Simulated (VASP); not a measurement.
**C: single point with PBE**

Crystal: C.

```
C
1.0
     1.23328   -2.13604    0.00000
     1.23328    2.13604    0.00000
     0.00000    0.00000    8.70703
C
4
Direct
  0.12331 0.87669 0.76011
  0.54335 0.45665 0.23989
  0.87669 0.12331 0.23989
  0.45665 0.54335 0.76011
```

```
Program             : VASP 6.6.1
Task                : single point
Functional          : PBE
Potentials or basis : VASP PAW PBE potentials, release 64 (C)
Cutoff              : 520 eV
k mesh              : 18 × 18 × 6
Occupations         : gaussian, width 0.15 eV
Spin                : no spin polarisation
```

```
Pressure : 0.3 GPa
```

Forces in eV/Å, atoms in the order of the input:
```
C    0.000  0.000 -0.003
C    0.000  0.000  0.002
C    0.000  0.000  0.003
C    0.000  0.000 -0.002
```

Stress tensor (GPa, compression positive):
```
 0.54  0.00  0.00
 0.00  0.54  0.00
 0.00  0.00 -0.04
```

Wall time 2.8 min on 1 thread of AMD EPYC 9R45 96-Core Processor (Zen 5), on a shared host, peak memory 0.34 GiB.

Caveat: this functional lacks dispersion, which binds layers or chains, so the pressure and a relaxed spacing across them are unreliable.
